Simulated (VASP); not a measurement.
# CaO (P4/mmm) in VASP: a series of runs, part 2 of 2

VASP 6.6.1. Earlier steps stand in the parts before.

### Step 4. Single point, r2SCAN (biaxial xy strain -4.9%)

File POSCAR:

```
CaO
1.0
    2.7597904419      0.0000000000      0.0000000000
    0.0000000000      2.7597904419      0.0000000000
    0.0000000000      0.0000000000      2.9032089648
Ca O
1 1
Direct
    0.0000000000      0.0000000000      0.0000000000
    0.5000000000      0.5000000000      0.5000000000
```

File INCAR.step1:

```
SYSTEM = CaO
  PREC = Accurate
  ENCUT = 520
  ISMEAR = 0
  SIGMA = 0.01
  LREAL = .False.
  LASPH = .True.
  NELM = 60
  NBANDS = 15
  GGA = PE
  ALGO = Normal
  EDIFF = 1E-4
  LWAVE = .True.
  LCHARG = .False.
```

File INCAR.step2:

```
SYSTEM = CaO
  PREC = Accurate
  ENCUT = 520
  EDIFF = 1E-6
  ISMEAR = 0
  SIGMA = 0.01
  LREAL = .False.
  LASPH = .True.
  NELM = 60
  ALGO = Normal
  ISIF = 2
  LWAVE = .False.
  LCHARG = .False.
  METAGGA = R2SCAN
  LMIXTAU = .True.
  NBANDS = 15
  ISTART = 1
```

File KPOINTS:

```
regular mesh
0
Gamma
  8 8 8
  0 0 0
```

Potentials or basis: VASP PAW PBE potentials, release 64 (Ca_sv, O).

The run is started by

```bash
cat potpaw_PBE.64/Ca_sv/POTCAR potpaw_PBE.64/O/POTCAR > POTCAR
cp INCAR.step1 INCAR
mpirun -np 1 vasp_std > vasp.out
cp INCAR.step2 INCAR
mpirun -np 1 vasp_std > vasp.out
```

OUTCAR:

```text
SYSTEM = CaO
   PREC = Accurate
   ENCUT = 520
   EDIFF = 1E-6
   ISMEAR = 0
   LREAL = .False.
   LASPH = .True.
   NELM = 60
   ISIF = 2
   METAGGA = R2SCAN
   ISTART = 1

 ion  position               nearest neighbor table
   1  0.000  0.000  0.000-   2 2.43   2 2.43   2 2.43   2 2.43   2 2.43   2 2.43   2 2.43   2 2.43

   2  0.500  0.500  0.500-   1 2.43   1 2.43   1 2.43   1 2.43   1 2.43   1 2.43   1 2.43   1 2.43

  LATTYP: Found a simple tetragonal cell.
 ALAT       =     2.7597904419
 C/A-ratio  =     1.0519671786

  Lattice vectors:

 A1 = (   2.7597904419,   0.0000000000,   0.0000000000)
[... 612 lines left out ...]
     12      13.7611      0.00000
     13      14.1094      0.00000
     14      18.5957      0.00000
     15      21.2884      0.00000

 [... further k-points ...]
[... 5 lines left out ...]
  --------------------------------------------------------------------------------------
  -------------------------------------------------------------------------------------
  Total        3.4080973      3.4080973      0.2325439      0.0000000      0.0000000      0.0000000
  in kB      246.9403529    246.9403529     16.8494193      0.0000000      0.0000000      0.0000000
  external PRESSURE =     170.2433750 kB  Pullay stress =       0.0000000 kB

 VOLUME and BASIS-vectors are now :
 -----------------------------------------------------------------------------
  energy-cutoff  :      520.00
  volume of cell :       22.11
      direct lattice vectors                 reciprocal lattice vectors
     2.759790442  0.000000000  0.000000000     0.362346352  0.000000000  0.000000000
     0.000000000  2.759790442  0.000000000     0.000000000  0.362346352  0.000000000
     0.000000000  0.000000000  2.903208965     0.000000000  0.000000000  0.344446443

 POSITION                                       TOTAL-FORCE (eV/Angst)
 -----------------------------------------------------------------------------------
      0.00000      0.00000      0.00000         0.000000      0.000000      0.000000
      1.37990      1.37990      1.45160         0.000000      0.000000      0.000000
 -----------------------------------------------------------------------------------
    total drift:                                0.000000      0.000000     -0.000000

  FREE ENERGIE OF THE ION-ELECTRON SYSTEM (eV)
  ---------------------------------------------------
  free  energy   TOTEN  =       -18.3264838910 eV

  energy  without entropy=      -18.3264838910  energy(sigma->0) =      -18.32648389
```

OSZICAR.step1:

```text
N       E                     dE             d eps       ncg     rms          rms(c)
DAV:   1     0.121434595117E+03    0.12143E+03   -0.86525E+03  2258   0.113E+03
DAV:   2    -0.874531432199E+01   -0.13018E+03   -0.12229E+03  2847   0.299E+02
DAV:   3    -0.131069617377E+02   -0.43616E+01   -0.43390E+01  2513   0.568E+01
DAV:   4    -0.131980310149E+02   -0.91069E-01   -0.90950E-01  3172   0.752E+00
DAV:   5    -0.131997250975E+02   -0.16941E-02   -0.16940E-02  2586   0.841E-01    0.822E+00
DAV:   6    -0.116517907915E+02    0.15479E+01   -0.33755E+00  2574   0.214E+01    0.299E+00
DAV:   7    -0.116091864346E+02    0.42604E-01   -0.32704E-01  2513   0.585E+00    0.164E+00
DAV:   8    -0.115904882350E+02    0.18698E-01   -0.78955E-02  2901   0.270E+00    0.422E-01
DAV:   9    -0.115886902900E+02    0.17979E-02   -0.73987E-03  2702   0.752E-01    0.107E-01
DAV:  10    -0.115890566286E+02   -0.36634E-03   -0.80636E-04  2712   0.373E-01    0.481E-02
DAV:  11    -0.115890192088E+02    0.37420E-04   -0.69802E-05  2161   0.148E-01
   1 F= -.11589019E+02 E0= -.11589019E+02  d E =-.677155E-81
```

Run time: 97 s. Hardware: 1 thread of AMD EPYC 7R43 (Zen 3), shared host; peak memory 0.13 GiB.

What came out:

| Property | Result |
| --- | --- |
| Free energy | -18.3265 eV |
| Pressure | 17.0 GPa |
| Band gap on the k mesh | 3.02 eV, indirect (least direct gap 3.29 eV) |

Caveat: the cell differs from its parent crystal (biaxial xy strain -4.9%); the PAW data sets were made with another functional, which shifts forces and pressure a little. A k mesh can miss the band edges.

### Step 5. Overview

| level | cell | smearing | gap on the mesh (eV) | pressure (GPa) |
| --- | --- | --- | --- | --- |
| PBE | a = 2.760, b = 2.760, c = 2.903 Å, 2 atoms | fermi-dirac 0.02 eV | 2.49 | 20.1 |
| PBE | a = 2.832, b = 2.903, c = 2.903 Å, 2 atoms | fermi-dirac 0.02 eV | 2.60 | 7.6 |
| r2SCAN | a = 2.760, b = 2.760, c = 2.903 Å, 2 atoms | gaussian 0.01 eV | 3.02 | 17.0 |

Alike in all rows: task single point; potentials or basis VASP PAW PBE potentials, release 64 (Ca_sv, O); no spin polarisation; k mesh 8 × 8 × 8; cutoff (eV) 520.

Caveats: the PAW data sets were made with another functional, which shifts forces and pressure a little (some runs).

Total energies depend on the potentials used, so only differences within one code and one set of settings carry meaning.
